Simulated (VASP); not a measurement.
Write the native input for VASP 6.6.1 that does the following.

```
Task                   : single point
Functional             : PBEsol
Potentials or basis    : VASP PAW PBE potentials, release 64 (Mg, O)
Cutoff                 : 520 eV
k mesh                 : 12 × 12 × 12
Occupations            : gaussian, width 0.05 eV
Spin                   : no spin polarisation
Dipole correction      : no
Further INCAR settings : ALGO = Normal; EDIFF = 1e-06; NBANDS = 14
```

The structure of MgO2 lies in POSCAR:

```
MgO2
1.0
    1.5285449331      0.8825058286      3.6988603506
   -1.5285449331      0.8825058286      3.6988603506
    0.0000000000     -1.7650116573      3.6988603506
Mg O
1 2
Direct
    0.0000000000      0.0000000000      0.0000000000
    0.4291840376      0.4291840376      0.4291840376
    0.5708159624      0.5708159624      0.5708159624
```

This cell differs from its parent crystal: mode 4 frozen in at +0.000 Å, strain +e along z and -e/2 along x and y +0.0700.

The input as run:

INCAR

```
SYSTEM = MgO2
PREC     = Accurate       ! precision mode
ENCUT    = 520            ! plane-wave cutoff, eV
EDIFF    = 1E-6           ! SCF threshold, eV
ISMEAR   = 0              ! smearing method
SIGMA    = 0.05           ! smearing width, eV
LREAL    = .False.        ! projectors in reciprocal space
LASPH    = .True.         ! aspherical terms in the spheres
NELM     = 100            ! most SCF steps
ALGO     = Normal         ! electronic algorithm
ISIF     = 2              ! what is computed and relaxed
LWAVE    = .False.        ! write WAVECAR
LCHARG   = .False.        ! write CHGCAR
GGA      = PS             ! functional
NBANDS   = 14             ! bands
```

KPOINTS

```
regular mesh
0
Gamma
  12 12 12
  0 0 0
```

Potentials or basis: VASP PAW PBE potentials, release 64 (Mg, O).

The run is started by

```console
$ cat potpaw_PBE.64/Mg/POTCAR potpaw_PBE.64/O/POTCAR > POTCAR
$ mpirun -np 1 vasp_std > vasp.out
```

It gave:

- Pressure: -4.2 GPa
- Largest force: 1.621 eV/Å
- Band gap on the k mesh: 0.96 eV, direct

Caveat: the cell differs from its parent crystal (mode 4 frozen in at +0.000 Å, strain +e along z and -e/2 along x and y +0.0700); the PAW data sets were made with another functional, which shifts forces and pressure a little.

Wall time 84 s on 1 thread of AMD EPYC 7R13 Processor (Zen 3), with other jobs on the host, peak memory 0.19 GiB.
